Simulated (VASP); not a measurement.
## NaI: single point with LDA

NaI:

```
Na I
1.0
     0.00000    3.23640    3.17167
     3.23640    0.00000    3.17167
     3.23640    3.23640    0.00000
Na I
1 1
Cartesian
  0.0000 0.0000 0.0000
  3.2364 3.2364 3.1717
```

This cell differs from its parent crystal: zz strain of -2 %.

```yaml
Program: VASP 6.6.1
Task: single point
Functional: LDA
Potentials_or_basis: VASP PAW LDA potentials, release 64 (Na_pv, I)
Cutoff: 520 eV
k_mesh: 8 × 8 × 8
Occupations: fermi-dirac, width 0.02 eV
Spin: no spin polarisation
```

```json
{"Pressure": "-1.3 GPa", "Band gap on the k mesh": "3.39 eV"}
```

Stress tensor (GPa, compression positive):
```
-1.50  0.00  0.00
 0.00 -1.50  0.00
 0.00  0.00 -1.03
```

Levels at points of the mesh, in eV from the valence-band top:
```
           k point  band 4  band 5  band 6  band 7  band 8  band 9  band 10  band 11
(0.00, 0.00, 0.00)  -11.15   -0.03    0.00    0.00    3.39    7.75     7.75     7.88
(0.50, 0.00, 0.00)  -10.81   -2.33   -0.33   -0.29    4.86    7.21     7.37     8.61
(0.50, 0.50, 0.00)  -10.71   -2.03   -0.83   -0.83    4.25    5.30     9.83    11.08
(0.50, 0.00, 0.50)  -10.73   -2.03   -0.83   -0.74    4.28    5.35     9.69    10.99
```

Run time: 16 s on 1 thread of Intel(R) Xeon(R) 6975P-C (Granite Rapids), on a shared host, peak memory 0.2 GiB.

Caveat: the cell differs from its parent crystal (zz strain of -2 %); spin-orbit coupling is left out, which moves the levels of the heavy elements.
